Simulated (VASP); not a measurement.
Input of a VASP 6.6.1 run:

The input INCAR:

```
SYSTEM = B
PREC = Accurate
ENCUT = 520
EDIFF = 1E-6
ISMEAR = -1
SIGMA = 0.1
LREAL = .FALSE.
LASPH = .TRUE.
NELM = 100
ALGO = Normal
ISIF = 2
LWAVE = .FALSE.
LCHARG = .TRUE.
GGA = PE
LELF = .TRUE.
LVHAR = .TRUE.
NBANDS = 8
```

The input KPOINTS:

```
regular mesh
0
G
  22 22 22
  0 0 0
```

POSCAR

```
B
1.0
   -1.1060447742      1.1060447742      1.1060447742
    1.1060447742     -1.1060447742      1.1060447742
    1.1060447742      1.1060447742     -1.1060447742
B
1
Direct
    0.0000000000      0.0000000000      0.0000000000
```

Potentials or basis: VASP PAW PBE potentials, release 64 (B).

Command:

```console
$ cat potpaw_PBE.64/B/POTCAR > POTCAR
$ mpirun -np 1 vasp_std > vasp.out
```

**Question.** What does it give for the pressure?

**Answer.** 38.0 GPa.
